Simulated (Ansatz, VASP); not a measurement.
Two plane-wave programs on LiF

```
Li F
1.0
     0.00000    2.11077    2.11077
     2.11077    0.00000    2.11077
     2.11077    2.11077    0.00000
Li F
1 1
Direct
  0.00000 0.00000 0.00000
  0.50000 0.50000 0.50000
```

Change from the starting cell: hydrostatic strain +5.8%.

Alike in both runs: task single point; functional PBE; k mesh 10 × 10 × 10; occupations fermi-dirac, width 0.02 eV; no spin polarisation.

|  | VASP | Ansatz |
| --- | --- | --- |
| version | VASP 6.6.1 | Ansatz 0.2.0 |
| potentials or method | VASP PAW PBE potentials, release 64 (Li_sv, F) | plane waves, PAW |
| plane-wave cutoff (eV) | 520 | 420 |
| valence electrons in the cell | 10 | 10 |

```tsv
	VASP	Ansatz	Ansatz less VASP
gap on the k mesh at the Fermi level (eV)	7.94	7.94	+0.001
```

With one functional, cell and mesh, what is left measures potentials, basis and numerics.

Noted on VASP's run: the cutoff is short for stress, so the pressure is rough.
